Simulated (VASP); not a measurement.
# K2Rb3 in VASP: notebook

Runs on K2Rb3. Level: PBE. Tasks: single point.

Everything below comes from runs of VASP 6.6.1. Logs are shortened: lines on timing, memory, paths and dates and some standing lists are left out, and cuts for length are marked.

### Step 1. The cell of the first run

The cell holds a sheet with vacuum, 5 atoms: a = 6.577 Å, b = 6.577 Å, c = 26.000 Å, α = 90.00°, β = 90.00°, γ = 120.00°.

The cell was generated, and may not be a known phase.

### Step 2. Single point, PBE

INCAR reads:

```
ALGO = Normal ; DIPOL = 0.5 0.5 0.500
EDIFF = 1E-7 ; ENCUT = 520
GGA = PE ; IDIPOL = 3
ISIF = 2 ; ISMEAR = 0
LASPH = True ; LCHARG = False
LDIPOL = True ; LREAL = False
LWAVE = False ; NBANDS = 30
NELM = 60 ; PREC = Accurate
SIGMA = 0.1
```

KPOINTS reads:

```
k-points
0
Gamma
  3 3 1
```

POSCAR reads:

```
K2Rb3
1.0
    6.5767019500      0.0000000000      0.0000000000
   -3.2883502300      5.6955914700      0.0000000000
    0.0000000000      0.0000000000     26.0000000000
K Rb
2 3
Direct
    0.6666666700      0.3333333300      0.6147838600
    0.3333333300      0.6666666700      0.3852161400
    0.3333333300      0.6666666700      0.7122644100
    0.0000000000      0.0000000000      0.5000000000
    0.6666666700      0.3333333300      0.2877355900
```

Potentials or basis: VASP PAW PBE potentials, release 64 (K_sv, Rb_sv).

On the command line:

```console
> cat potpaw_PBE.64/K_sv/POTCAR potpaw_PBE.64/Rb_sv/POTCAR > POTCAR
> mpirun -np 1 vasp_std > vasp.out
```

OUTCAR:

```text
EDIFF = 1E-7
   ENCUT = 520
   GGA = PE
   ISIF = 2
   ISMEAR = 0
   LASPH = True
   LREAL = False
   NELM = 60
   PREC = Accurate

 ion  position               nearest neighbor table
   1  0.667  0.333  0.615-   3 4.57   3 4.57   3 4.57
   2  0.333  0.667  0.385-   5 4.57   5 4.57   5 4.57
   3  0.333  0.667  0.712-   1 4.57   1 4.57   1 4.57
   4  0.000  0.000  0.500-
   5  0.667  0.333  0.288-   2 4.57   2 4.57   2 4.57

  LATTYP: Found a hexagonal cell.
 ALAT       =     6.5767019500
 C/A-ratio  =     3.9533492923

  Lattice vectors:

 A1 = (   6.5767019500,   0.0000000000,   0.0000000000)
 A2 = (  -3.2883502300,   5.6955914700,   0.0000000000)
 A3 = (   0.0000000000,   0.0000000000,  26.0000000000)

Analysis of symmetry for initial positions (statically):
=====================================================================
 Subroutine PRICEL returns:
 Original cell was already a primitive cell.

 Routine SETGRP: Setting up the symmetry group for a
 hexagonal supercell.

 Subroutine GETGRP returns: Found 12 space group operations
 (whereof 12 operations were pure point group operations)
 out of a pool of 24 trial point group operations.

The static configuration has the point symmetry D_3d.

Analysis of symmetry for dynamics (positions and initial velocities):
=====================================================================
 Subroutine PRICEL returns:
 Original cell was already a primitive cell.

 Routine SETGRP: Setting up the symmetry group for a
 hexagonal supercell.

 Subroutine GETGRP returns: Found 12 space group operations
 (whereof 12 operations were pure point group operations)
 out of a pool of 24 trial point group operations.

The dynamic configuration has the point symmetry D_3d.

 Subroutine INISYM returns: Found 12 space group operations
 (whereof 12 operations are pure point group operations),
 and found     1 'primitive' translations

----------------------------------------------------------------------------------------

                                     Primitive cell

  volume of cell :     973.9134

  direct lattice vectors                    reciprocal lattice vectors
     6.576701950  0.000000000  0.000000000     0.152051896  0.087787175  0.000000000
    -3.288350230  5.695591470  0.000000000     0.000000000  0.175574390  0.000000000
     0.000000000  0.000000000 26.000000000     0.000000000  0.000000000  0.038461538

  length of vectors
     6.576701950  6.576702018 26.000000000     0.175574392  0.175574390  0.038461538

  position of ions in fractional coordinates (direct lattice)
     0.666666670  0.333333330  0.614783860
     0.333333330  0.666666670  0.385216140
     0.333333330  0.666666670  0.712264410
     0.000000000  0.000000000  0.500000000
     0.666666670  0.333333330  0.287735590

  ion indices of the primitive-cell ions
   primitive index   ion index
                 1           1
                 2           2
                 3           3
                 4           4
                 5           5

----------------------------------------------------------------------------------------

 KPOINTS: k-points

Automatic generation of k-mesh.
 Grid dimensions read from file:
 generate k-points for:    3    3    1

 Generating k-lattice:

  Cartesian coordinates                     Fractional coordinates (reciprocal lattice)
     0.050683965  0.029262392  0.000000000     0.333333333  0.000000000  0.000000000
     0.000000000  0.058524797  0.000000000     0.000000000  0.333333333  0.000000000
     0.000000000  0.000000000  0.038461538     0.000000000  0.000000000  1.000000000

  Length of vectors
     0.058524797  0.058524797  0.038461538

  Shift w.r.t. Gamma in fractional coordinates (k-lattice)
     0.000000000  0.000000000  0.000000000

 Subroutine IBZKPT returns following result:
 ===========================================

 Found      3 irreducible k-points:

 Following reciprocal coordinates:
            Coordinates               Weight
  0.000000  0.000000  0.000000      1.000000
  0.333333 -0.000000  0.000000      6.000000
  0.333333  0.333333  0.000000      2.000000
   k-points           NKPTS =      3   k-points in BZ     NKDIM =      3   number of bands    NBANDS=     30
   number of dos      NEDOS =    301   number of ions     NIONS =      5
   total plane-waves  NPLWV = 490000
   dimension x,y,z NGX =    50 NGY =   50 NGZ =  196
   dimension x,y,z NGXF=   100 NGYF=  100 NGZF=  392
   ions per type =               2   3
   NGX,Y,Z   is equivalent  to a cutoff of  12.64, 12.64, 12.53 a.u.
   NGXF,Y,Z  is equivalent  to a cutoff of  25.28, 25.28, 25.06 a.u.
 SYSTEM =  unknown system
   PREC   = accura    normal or accurate (medium, high low for compatibility)
   ISTART =      0    job   : 0-new  1-cont  2-samecut
   ICHARG =      2    charge: 1-file 2-atom 10-const
   ISPIN  =      1    spin polarized calculation?
   LNONCOLLINEAR =      F non collinear calculations
   LSORBIT =      F    spin-orbit coupling
   LASPH  =      T    aspherical Exc in radial PAW
   ENCUT  =  520.0 eV  38.22 Ry    6.18 a.u.  12.23 12.23 48.34*2*pi/ulx,y,z
   NELM   =     60;   NELMIN=  2; NELMDL= -5     # of ELM steps
   EDIFF  = 0.1E-06   stopping-criterion for ELM
   LREAL  =      F    real-space projection
   EDIFFG = 0.1E-05   stopping-criterion for IOM
   NSW    =      0    number of steps for IOM
   IBRION =     -1    ionic relax: 0-MD 1-quasi-New 2-CG
   NFREE  =      0    steps in history (QN), initial steepest desc. (CG)
   ISIF   =      2    stress and relaxation
   ISYM   =      2    0-nonsym 1-usesym 2-fastsym
   POTIM  = 0.5000    time-step for ionic-motion
   TEBEG  =    0.0;   TEEND  =   0.0 temperature during run
   PSTRESS=    0.0 pullay stress
   NELECT =      45.0000    total number of electrons
   NUPDOWN=      -1.0000    fix difference up-down
   EMIN   =  10.00;   EMAX   =-10.00  energy-range for DOS
   EFERMI =   0.00;   METHOD = LEGACY
   ISMEAR =     0;   SIGMA  =   0.10  broadening in eV -4-tet -1-fermi 0-gaus
   EFERMI_NEDOS =   21; number of points for ismear=-14 and -15
   IALGO  =     38    algorithm
   IMIX   =      4    mixing-type and parameters
     AMIX     =   0.40;   BMIX     =  1.00
     AMIX_MAG =   1.60;   BMIX_MAG =  1.00
  volume/ion in A,a.u.               =     194.78      1314.46
  Fermi-wavevector in a.u.,A,eV,Ry     =   0.587452  1.110123  4.695365  0.345100
  Thomas-Fermi vector in A             =   1.634331
   LORBIT       =      0    0 simple, 1 ext, 2 COOP (PROOUT), +10 PAW based schemes
   GGA     = PE    functional components
   LHFCALC =     F    Hartree Fock is set to
   AEXX    =    0.0000 exact exchange contribution
   IVDW    =     0    specifies the selected vdW correction
   LEPSILON=     F    determine dielectric tensor
   LRPA    =     F    only Hartree local field effects (RPA)
 non-spin polarized calculation
 Gauss-broadening in eV      SIGMA  =   0.10
  energy-cutoff  :      520.00
  volume of cell :      973.91
 maximum number of plane-waves:     26243
 NGX is ok and might be reduce to    50
   NGX = 25   NGY = 25   NGZ = 97

 number of electron      44.9999998 magnetization

 dipolmoment           0.000000      0.000000     -0.000000 electrons x Angstroem

 Free energy of the ion-electron system (eV)
  ---------------------------------------------------
  ext. energy  EPLUGINS =         0.00000000
  ---------------------------------------------------
  free energy    TOTEN  =        -3.87454078 eV

  energy without entropy =       -3.80619851  energy(sigma->0) =       -3.84036965

 E-fermi :  -1.1470     XC(G=0):  -3.2058

 val. band max:       -1.1730340955   @ k =   0.3333  -0.0000   0.0000
 cond. band min:      -1.1243707976   @ k =   0.3333   0.3333   0.0000
 fundamental gap:      0.0486632979
 Fermi energy:        -1.1469511771

 k-point     1 :       0.0000    0.0000    0.0000
  band No.  band energies     occupation
      1     -33.6849      2.00000
      2     -33.6849      2.00000
      3     -30.5352      2.00000
      4     -30.5352      2.00000
      5     -30.2324      2.00000
      6     -17.1651      2.00000
[... 22 lines left out ...]
     29       1.0089      0.00000
     30       1.1360      0.00000

 k-point     2 :       0.3333   -0.0000    0.0000
  band No.  band energies     occupation
      1     -33.6849      2.00000
      2     -33.6849      2.00000
      3     -30.5352      2.00000
      4     -30.5352      2.00000
      5     -30.2324      2.00000
      6     -17.1658      2.00000
[... 22 lines left out ...]
     29       0.4862      0.00000
     30       0.7163      0.00000

 k-point     3 :       0.3333    0.3333    0.0000
  band No.  band energies     occupation
      1     -33.6849      2.00000
      2     -33.6849      2.00000
      3     -30.5352      2.00000
      4     -30.5352      2.00000
      5     -30.2324      2.00000
      6     -17.1658      2.00000
[... 22 lines left out ...]
     29      -0.0365      0.00000
     30       0.3651      0.00000

------------------------ aborting loop because EDIFF is reached ----------------------------------------

 vacuum level on the upper side and lower side of the slab       (xc-potential included)        -0.496        -0.496

  FORCE on cell =-STRESS in cart. coord.  units (eV):
  Direction    XX          YY          ZZ          XY          YZ          ZX
  --------------------------------------------------------------------------------------
  -------------------------------------------------------------------------------------
  Total       -1.2538137     -1.2538140     -0.1836627     -0.0000002      0.0000000      0.0000000
  in kB       -2.0626392     -2.0626396     -0.3021420     -0.0000003      0.0000000      0.0000000
  external PRESSURE =      -1.4758069 kB  Pullay stress =       0.0000000 kB

 VOLUME and BASIS-vectors are now :
 -----------------------------------------------------------------------------
  energy-cutoff  :      520.00
  volume of cell :      973.91
      direct lattice vectors                 reciprocal lattice vectors
     6.576701950  0.000000000  0.000000000     0.152051896  0.087787175  0.000000000
    -3.288350230  5.695591470  0.000000000     0.000000000  0.175574390  0.000000000
     0.000000000  0.000000000 26.000000000     0.000000000  0.000000000  0.038461538

 POSITION                                       TOTAL-FORCE (eV/Angst)
 -----------------------------------------------------------------------------------
      3.28835      1.89853     15.98438        -0.000000      0.000000     -0.097385
      0.00000      3.79706     10.01562        -0.000000      0.000000      0.097385
      0.00000      3.79706     18.51887         0.000000     -0.000000      0.038005
      0.00000      0.00000     13.00000         0.000000      0.000000     -0.000000
      3.28835      1.89853      7.48113        -0.000000      0.000000     -0.038005
 -----------------------------------------------------------------------------------
    total drift:                               -0.000000     -0.000000     -0.000000

  FREE ENERGIE OF THE ION-ELECTRON SYSTEM (eV)
  ---------------------------------------------------
  free  energy   TOTEN  =        -3.8745407798 eV

  energy  without entropy=       -3.8061985122  energy(sigma->0) =       -3.84036965

 vacuum level on the upper side and lower side of the slab         0.492         0.492
```

Wall time 2.8 min (1 thread of Intel Xeon Platinum 8488C (Sapphire Rapids), shared host); peak memory 0.9 GiB.

Results:

| Property | Result |
| --- | --- |
| Free energy | -3.8745 eV |
| Largest force | 0.097 eV/Å |
| Band gap on the k mesh | zero (an odd number of electrons rules out a gap without spin polarisation) |

Forces on the atoms (eV/Å):
```
K    0.000  0.000 -0.097
K    0.000  0.000  0.097
Rb   0.000  0.000  0.038
Rb   0.000  0.000  0.000
Rb   0.000  0.000 -0.038
```

Caveat: the k points lie up to 0.37 Å⁻¹ apart, too coarse for converged energies and pressures of a metal.

### Step 3. Single point, PBE

INCAR reads:

```
SYSTEM = K2Rb3
  PREC = Accurate
  ENCUT = 520
  EDIFF = 1E-7
  ISMEAR = 0
  SIGMA = 0.1
  LREAL = .FALSE.
  LASPH = .TRUE.
  NELM = 60
  ALGO = Normal
  ISIF = 2
  LWAVE = .FALSE.
  LCHARG = .FALSE.
  LDIPOL = .TRUE.
  IDIPOL = 3
  DIPOL = 0.5 0.5 0.500
  GGA = PE
  NBANDS = 30
```

KPOINTS reads:

```
regular mesh
0
G
  3 3 1
  0 0 0
```

POSCAR is that of step 2.

Potentials or basis: VASP PAW PBE potentials, release 64 (K_sv, Rb_sv).

On the command line:

```console
> cat potpaw_PBE.64/K_sv/POTCAR potpaw_PBE.64/Rb_sv/POTCAR > POTCAR
> mpirun -np 1 vasp_std > vasp.out
```

Wall time 3 min (1 thread of Intel Xeon Platinum 8488C (Sapphire Rapids), shared host); peak memory 0.91 GiB.

The run converged. Its results:

```yaml
Free_energy: -3.8745 eV
Largest_force: 0.097 eV/Å
Band_gap_on_the_k_mesh: zero (an odd number of electrons rules out a gap without spin polarisation)
```

Forces in eV/Å, atoms in the order of the input:
```
K    0.000  0.000 -0.097
K    0.000  0.000  0.097
Rb   0.000  0.000  0.038
Rb   0.000  0.000  0.000
Rb   0.000  0.000 -0.038
```

Levels at points of the mesh, in eV from the Fermi level:
```
           k point  band 20  band 21  band 22  band 23  band 24  band 25  band 26  band 27
(0.00, 0.00, 0.00)   -13.15    -1.66    -1.31    -0.57     0.23     0.93     1.59     1.72
```

Caveat: the k points lie up to 0.37 Å⁻¹ apart, too coarse for converged energies and pressures of a metal.

### Step 4. Single point, PBE

This run uses another cell than the first one.

INCAR reads:

```
PREC = Accurate
ENCUT = 520
EDIFF = 1E-7
ISMEAR = 0
SIGMA = 0.1
LREAL = F
LASPH = T
NELM = 60
ALGO = Normal
ISIF = 2
LWAVE = F
LCHARG = F
LDIPOL = T
IDIPOL = 3
DIPOL = 0.5 0.5 0.283
GGA = PE
NBANDS = 30
```

KPOINTS reads:

```
regular mesh
0
Gamma
  3 3 1
```

POSCAR reads:

```
K2Rb3
1.0
    6.0004376111     -0.0000003924      0.0000000000
   -3.0002184657      5.1965316013      0.0000000000
    0.0000000000      0.0000000000     45.8754986400
K Rb
2 3
Direct
    0.6666666667      0.3333333333      0.3493824815
    0.3333333333      0.6666666667      0.2173688514
    0.3333333333      0.6666666667      0.4159691077
    1.0000000000      1.0000000000      0.2833756664
    0.6666666667      0.3333333333      0.1507822252
```

On the command line:

```console
> cat potpaw_PBE.64/K_sv/POTCAR potpaw_PBE.64/Rb_sv/POTCAR > POTCAR
> mpirun -np 1 vasp_std > vasp.out
```

Wall time 6.6 min (1 thread of Intel Xeon Platinum 8488C (Sapphire Rapids), shared host); peak memory 1.3 GiB.

The run converged. Its results:

```yaml
Free_energy: -4.2273 eV
Largest_force: 0.093 eV/Å
Band_gap_on_the_k_mesh: zero (an odd number of electrons rules out a gap without spin polarisation)
```

Forces in eV/Å, atoms in the order of the input:
```
K    0.000  0.000  0.012
K    0.000  0.000 -0.012
Rb   0.000  0.000  0.093
Rb   0.000  0.000  0.000
Rb   0.000  0.000 -0.093
```

Levels at points of the mesh, in eV from the Fermi level:
| k point | band 20 | band 21 | band 22 | band 23 | band 24 | band 25 | band 26 | band 27 |
| --- | --- | --- | --- | --- | --- | --- | --- | --- |
| (0.00, 0.00, 0.00) | -13.16 | -1.87 | -1.45 | -0.82 | -0.08 | 0.63 | 1.36 | 1.59 |

Caveat: the k points lie up to 0.40 Å⁻¹ apart, too coarse for converged energies and pressures of a metal.

(Continued in part 2 of 2.)

The gap in the log of VASP goes by the Fermi energy; the results here count the filled bands.